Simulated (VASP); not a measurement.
# Rb3Fe (Pm-3m) in VASP: further runs

The runs below take Rb3Fe through single point, with r2SCAN.

Everything below comes from runs of VASP 6.6.1. Logs are shortened: lines on timing, memory, paths and dates and some standing lists are left out, and cuts for length are marked.

## (1) The cell of the first run

It takes space group Pm-3m (No. 221, cubic). Conventional cell: a = 5.078 Å, b = 5.078 Å, c = 5.078 Å, α = 90.00°, β = 90.00°, γ = 90.00°. Rb (site symmetry 4/mmm) has 8 Rb at 3.59 Å and 4 Fe at 3.59 Å within 4.7 Å. Fe (site symmetry m-3m) has 12 Rb at 3.59 Å within 4.7 Å.

## (2) Single point, r2SCAN, collinear spin, ferromagnetic start

POSCAR reads:

```
Rb3Fe
1.0
    5.0784094169      0.0000000000      0.0000000000
    0.0000000000      5.0784094169      0.0000000000
    0.0000000000      0.0000000000      5.0784094169
Rb Fe
3 1
Direct
    0.0000000000      0.5000000000      0.5000000000
    0.5000000000      0.0000000000      0.5000000000
    0.5000000000      0.5000000000      0.0000000000
    0.0000000000      0.0000000000      0.0000000000
```

INCAR.step1 reads:

```
ALGO = Normal ; EDIFF = 1E-4
ENCUT = 520 ; GGA = PE
ISMEAR = 0 ; ISPIN = 2
LASPH = T ; LCHARG = F
LMAXMIX = 4 ; LREAL = F
LWAVE = T ; MAGMOM = 0 0 0 4
NBANDS = 30 ; NELM = 150
PREC = Accurate ; SIGMA = 0.1
```

INCAR.step2 reads:

```
ALGO = Normal ; EDIFF = 1E-6
ENCUT = 520 ; ISIF = 2
ISMEAR = 0 ; ISPIN = 2
ISTART = 1 ; LASPH = T
LCHARG = F ; LMAXMIX = 4
LMIXTAU = T ; LORBIT = 11
LREAL = F ; LWAVE = F
MAGMOM = 0 0 0 4 ; METAGGA = R2SCAN
NBANDS = 30 ; NELM = 150
PREC = Accurate ; SIGMA = 0.1
```

KPOINTS reads:

```
k-points
0
Gamma
  4 4 4
```

Potentials or basis: VASP PAW PBE potentials, release 64 (Rb_sv, Fe).

The run is started by

```console
cat potpaw_PBE.64/Rb_sv/POTCAR potpaw_PBE.64/Fe/POTCAR > POTCAR
cp INCAR.step1 INCAR
mpirun -np 1 vasp_std > vasp.out
cp INCAR.step2 INCAR
mpirun -np 1 vasp_std > vasp.out
```

OUTCAR:

```text
EDIFF = 1E-6
   ENCUT = 520
   ISIF = 2
   ISMEAR = 0
   ISPIN = 2
   ISTART = 1
   LASPH = T
   LORBIT = 11
   LREAL = F
   METAGGA = R2SCAN
   NELM = 150
   PREC = Accurate

 ion  position               nearest neighbor table
   1  0.000  0.500  0.500-   2 3.59   3 3.59   4 3.59   3 3.59   4 3.59   2 3.59   4 3.59   4 3.59
                             2 3.59   3 3.59   3 3.59   2 3.59
   2  0.500  0.000  0.500-   1 3.59   3 3.59   4 3.59   3 3.59   4 3.59   1 3.59   3 3.59   3 3.59
                             1 3.59   4 3.59   4 3.59   1 3.59
   3  0.500  0.500  0.000-   1 3.59   2 3.59   4 3.59   1 3.59   2 3.59   2 3.59   4 3.59   2 3.59
                             1 3.59   4 3.59   1 3.59   4 3.59
   4  0.000  0.000  0.000-   1 3.59   2 3.59   3 3.59   1 3.59   2 3.59   1 3.59   3 3.59   1 3.59
                             2 3.59   3 3.59   2 3.59   3 3.59

  LATTYP: Found a simple cubic cell.
 ALAT       =     5.0784094169

  Lattice vectors:

 A1 = (   5.0784094169,   0.0000000000,   0.0000000000)
 A2 = (   0.0000000000,   5.0784094169,   0.0000000000)
 A3 = (   0.0000000000,   0.0000000000,   5.0784094169)

Analysis of symmetry for initial positions (statically):
=====================================================================
 Subroutine PRICEL returns:
 Original cell was already a primitive cell.

 Routine SETGRP: Setting up the symmetry group for a
 simple cubic supercell.

 Subroutine GETGRP returns: Found 48 space group operations
 (whereof 48 operations were pure point group operations)
 out of a pool of 48 trial point group operations.

The static configuration has the point symmetry O_h .

Analysis of symmetry for dynamics (positions and initial velocities):
=====================================================================
 Subroutine PRICEL returns:
 Original cell was already a primitive cell.

 Routine SETGRP: Setting up the symmetry group for a
 simple cubic supercell.

 Subroutine GETGRP returns: Found 48 space group operations
 (whereof 48 operations were pure point group operations)
 out of a pool of 48 trial point group operations.

The dynamic configuration has the point symmetry O_h .

Analysis of structural, dynamic, and magnetic symmetry:
=====================================================================
 Subroutine PRICEL returns:
 Original cell was already a primitive cell.

 Routine SETGRP: Setting up the symmetry group for a
 simple cubic supercell.

 Subroutine GETGRP returns: Found 48 space group operations
 (whereof 48 operations were pure point group operations)
 out of a pool of 48 trial point group operations.

The overall configuration has the point symmetry O_h .

 Subroutine INISYM returns: Found 48 space group operations
 (whereof 48 operations are pure point group operations),
 and found     1 'primitive' translations

----------------------------------------------------------------------------------------

                                     Primitive cell

  volume of cell :     130.9734

  direct lattice vectors                    reciprocal lattice vectors
     5.078409417  0.000000000  0.000000000     0.196912048  0.000000000  0.000000000
     0.000000000  5.078409417  0.000000000     0.000000000  0.196912048  0.000000000
     0.000000000  0.000000000  5.078409417     0.000000000  0.000000000  0.196912048

  length of vectors
     5.078409417  5.078409417  5.078409417     0.196912048  0.196912048  0.196912048

  position of ions in fractional coordinates (direct lattice)
     0.000000000  0.500000000  0.500000000
     0.500000000  0.000000000  0.500000000
     0.500000000  0.500000000  0.000000000
     0.000000000  0.000000000  0.000000000

  ion indices of the primitive-cell ions
   primitive index   ion index
                 1           1
                 2           2
                 3           3
                 4           4

----------------------------------------------------------------------------------------

 KPOINTS: k-points

Automatic generation of k-mesh.
 Grid dimensions read from file:
 generate k-points for:    4    4    4

 Generating k-lattice:

  Cartesian coordinates                     Fractional coordinates (reciprocal lattice)
     0.049228012  0.000000000  0.000000000     0.250000000  0.000000000  0.000000000
     0.000000000  0.049228012  0.000000000     0.000000000  0.250000000  0.000000000
     0.000000000  0.000000000  0.049228012     0.000000000  0.000000000  0.250000000

  Length of vectors
     0.049228012  0.049228012  0.049228012

  Shift w.r.t. Gamma in fractional coordinates (k-lattice)
     0.000000000  0.000000000  0.000000000

 Subroutine IBZKPT returns following result:
 ===========================================

 Found     10 irreducible k-points:

 Following reciprocal coordinates:
            Coordinates               Weight
  0.000000  0.000000  0.000000      1.000000
  0.250000  0.000000  0.000000      6.000000
  0.500000  0.000000  0.000000      3.000000
  0.250000  0.250000  0.000000     12.000000
  0.500000  0.250000  0.000000     12.000000
  0.500000  0.500000  0.000000      3.000000
  0.250000  0.250000  0.250000      8.000000
  0.500000  0.250000  0.250000     12.000000
  0.500000  0.500000  0.250000      6.000000
  0.500000  0.500000  0.500000      1.000000
   k-points           NKPTS =     10   k-points in BZ     NKDIM =     10   number of bands    NBANDS=     30
   number of dos      NEDOS =    301   number of ions     NIONS =      4
   total plane-waves  NPLWV =  64000
   dimension x,y,z NGX =    40 NGY =   40 NGZ =   40
   dimension x,y,z NGXF=    80 NGYF=   80 NGZF=   80
   ions per type =               3   1
   NGX,Y,Z   is equivalent  to a cutoff of  13.09, 13.09, 13.09 a.u.
   NGXF,Y,Z  is equivalent  to a cutoff of  26.19, 26.19, 26.19 a.u.
 SYSTEM =  unknown system
   PREC   = accura    normal or accurate (medium, high low for compatibility)
   ISTART =      1    job   : 0-new  1-cont  2-samecut
   ICHARG =      0    charge: 1-file 2-atom 10-const
   ISPIN  =      2    spin polarized calculation?
   LNONCOLLINEAR =      F non collinear calculations
   LSORBIT =      F    spin-orbit coupling
   LASPH  =      T    aspherical Exc in radial PAW
   ENCUT  =  520.0 eV  38.22 Ry    6.18 a.u.   9.44  9.44  9.44*2*pi/ulx,y,z
   NELM   =    150;   NELMIN=  2; NELMDL=  0     # of ELM steps
   EDIFF  = 0.1E-05   stopping-criterion for ELM
   LREAL  =      F    real-space projection
   EDIFFG = 0.1E-04   stopping-criterion for IOM
   NSW    =      0    number of steps for IOM
   IBRION =     -1    ionic relax: 0-MD 1-quasi-New 2-CG
   NFREE  =      0    steps in history (QN), initial steepest desc. (CG)
   ISIF   =      2    stress and relaxation
   ISYM   =      2    0-nonsym 1-usesym 2-fastsym
   POTIM  = 0.5000    time-step for ionic-motion
   TEBEG  =    0.0;   TEEND  =   0.0 temperature during run
   PSTRESS=    0.0 pullay stress
   NELECT =      35.0000    total number of electrons
   NUPDOWN=      -1.0000    fix difference up-down
   EMIN   =  10.00;   EMAX   =-10.00  energy-range for DOS
   EFERMI =   0.00;   METHOD = LEGACY
   ISMEAR =     0;   SIGMA  =   0.10  broadening in eV -4-tet -1-fermi 0-gaus
   EFERMI_NEDOS =   21; number of points for ismear=-14 and -15
   IALGO  =     38    algorithm
   IMIX   =      4    mixing-type and parameters
     AMIX     =   0.40;   BMIX     =  1.00
     AMIX_MAG =   1.60;   BMIX_MAG =  1.00
  volume/ion in A,a.u.               =      32.74       220.96
  Fermi-wavevector in a.u.,A,eV,Ry     =   1.054475  1.992670 15.128569  1.111918
  Thomas-Fermi vector in A             =   2.189637
   LORBIT       =     11    0 simple, 1 ext, 2 COOP (PROOUT), +10 PAW based schemes
   METAGGA = R2SCAN    functional components
   LHFCALC =     F    Hartree Fock is set to
   AEXX    =    0.0000 exact exchange contribution
   IVDW    =     0    specifies the selected vdW correction
   LEPSILON=     F    determine dielectric tensor
   LRPA    =     F    only Hartree local field effects (RPA)
 spin polarized calculation
 Gauss-broadening in eV      SIGMA  =   0.10
  energy-cutoff  :      520.00
  volume of cell :      130.97
 maximum number of plane-waves:      3575
 NGX is ok and might be reduce to    40
   NGX = 19   NGY = 19   NGZ = 19

 number of electron      34.9999991 magnetization       2.9552543

 Free energy of the ion-electron system (eV)
  ---------------------------------------------------
  ext. energy  EPLUGINS =         0.00000000
  ---------------------------------------------------
  free energy    TOTEN  =       -51.63749745 eV

  energy without entropy =      -51.62730008  energy(sigma->0) =      -51.63239877

 E-fermi :   3.1342     XC(G=0):  -8.9131

 val. band max:        3.1326626449   @ k =   0.5000   0.0000   0.0000
 cond. band min:       3.1658208030   @ k =   0.5000   0.5000   0.2500
 fundamental gap:      0.0331581581
 Fermi energy:         3.1341632100

 spin component 1

 k-point     1 :       0.0000    0.0000    0.0000
  band No.  band energies     occupation
      1     -27.1531      1.00000
      2     -26.8778      1.00000
      3     -26.8778      1.00000
      4     -11.2647      1.00000
      5     -11.2647      1.00000
      6     -11.2647      1.00000
[... 309 lines left out ...]
     28       7.7552      0.00000
     29       8.6738      0.00000
 Fermi energy:         3.1341632100

 spin component 2

 k-point     1 :       0.0000    0.0000    0.0000
  band No.  band energies     occupation
      1     -27.1711      1.00000
      2     -26.8927      1.00000
      3     -26.8927      1.00000
      4     -11.2769      1.00000
      5     -11.2769      1.00000
      6     -11.2769      1.00000
[... 309 lines left out ...]
     28       7.7418      0.00000
     29       9.0408      0.00000
 [bands above 29 left out]

------------------------ aborting loop because EDIFF is reached ----------------------------------------

  FORCE on cell =-STRESS in cart. coord.  units (eV):
  Direction    XX          YY          ZZ          XY          YZ          ZX
  --------------------------------------------------------------------------------------
  -------------------------------------------------------------------------------------
  Total        6.0738280      6.0738280      6.0738280     -0.0000000      0.0000000     -0.0000000
  in kB       74.3001924     74.3001924     74.3001924     -0.0000000      0.0000000     -0.0000000
  external PRESSURE =      74.3001924 kB  Pullay stress =       0.0000000 kB

 VOLUME and BASIS-vectors are now :
 -----------------------------------------------------------------------------
  energy-cutoff  :      520.00
  volume of cell :      130.97
      direct lattice vectors                 reciprocal lattice vectors
     5.078409417  0.000000000  0.000000000     0.196912048  0.000000000  0.000000000
     0.000000000  5.078409417  0.000000000     0.000000000  0.196912048  0.000000000
     0.000000000  0.000000000  5.078409417     0.000000000  0.000000000  0.196912048

 POSITION                                       TOTAL-FORCE (eV/Angst)
 -----------------------------------------------------------------------------------
      0.00000      2.53920      2.53920         0.000000      0.000000      0.000000
      2.53920      0.00000      2.53920         0.000000      0.000000      0.000000
      2.53920      2.53920      0.00000         0.000000      0.000000      0.000000
      0.00000      0.00000      0.00000         0.000000      0.000000      0.000000
 -----------------------------------------------------------------------------------
    total drift:                                0.000000     -0.000000     -0.000000

  FREE ENERGIE OF THE ION-ELECTRON SYSTEM (eV)
  ---------------------------------------------------
  free  energy   TOTEN  =       -51.6374974525 eV

  energy  without entropy=      -51.6273000825  energy(sigma->0) =      -51.63239877

 total charge

# of ion       s       p       d       tot
------------------------------------------
    1        1.984   5.352   0.063   7.400
    2        1.984   5.352   0.063   7.400
    3        1.984   5.352   0.063   7.400
    4        0.535   0.121   6.110   6.766
--------------------------------------------------
tot          6.488  16.178   6.301  28.966

 magnetization (x)

# of ion       s       p       d       tot
------------------------------------------
    1       -0.003  -0.003  -0.010  -0.016
    2       -0.003  -0.003  -0.010  -0.016
    3       -0.003  -0.003  -0.010  -0.016
    4        0.062   0.023   2.951   3.036
--------------------------------------------------
tot          0.055   0.014   2.920   2.989
```

It took 3.5 min on 1 thread of Intel Xeon 6975P-C (Granite Rapids), shared host; peak memory 0.33 GiB.

Results:

```yaml
Free_energy: -51.6375 eV
Pressure: 7.4 GPa
Net_moment: 2.96 μB per cell
Site_moments: Rb -0.02; Fe +3.04 μB
Valence_electrons_inside_the_program's_atomic_spheres: Rb 7.40; Fe 6.77
```

Levels at points of the mesh, in eV from the Fermi level:
Spin up:
| k point | band 15 | band 16 | band 17 | band 18 | band 19 | band 20 | band 21 | band 22 | band 23 | band 24 |
| --- | --- | --- | --- | --- | --- | --- | --- | --- | --- | --- |
| (0.00, 0.00, 0.00) | -3.68 | -3.68 | -2.82 | -2.82 | -0.94 | 1.69 | 1.69 | 2.09 | 2.09 | 2.09 |
| (0.50, 0.00, 0.00) | -3.60 | -3.13 | -2.69 | -2.51 | -1.33 | 0.50 | 1.09 | 1.09 | 2.51 | 3.12 |
| (0.50, 0.50, 0.00) | -3.60 | -2.64 | -2.64 | -2.55 | -0.23 | -0.23 | 0.55 | 1.62 | 2.80 | 2.80 |
| (0.50, 0.50, 0.50) | -3.71 | -3.29 | -2.58 | -2.58 | 1.14 | 1.14 | 1.14 | 1.32 | 1.32 | 1.32 |
Spin down:
```tsv
k point	band 14	band 15	band 16	band 17	band 18	band 19
(0.00, 0.00, 0.00)	-1.51	-1.51	-1.43	0.64	0.64	0.65
(0.50, 0.00, 0.00)	-1.42	-1.15	-0.78	0.00	0.94	1.19
(0.50, 0.50, 0.00)	-0.95	-0.74	-0.18	-0.18	0.69	1.02
(0.50, 0.50, 0.50)	-0.79	-0.79	0.17	0.17	0.18	1.41
```

Caveat: the cell stands under pressure; the PAW data sets were made with another functional, which shifts forces and pressure a little.

[end of part 1 of 2]
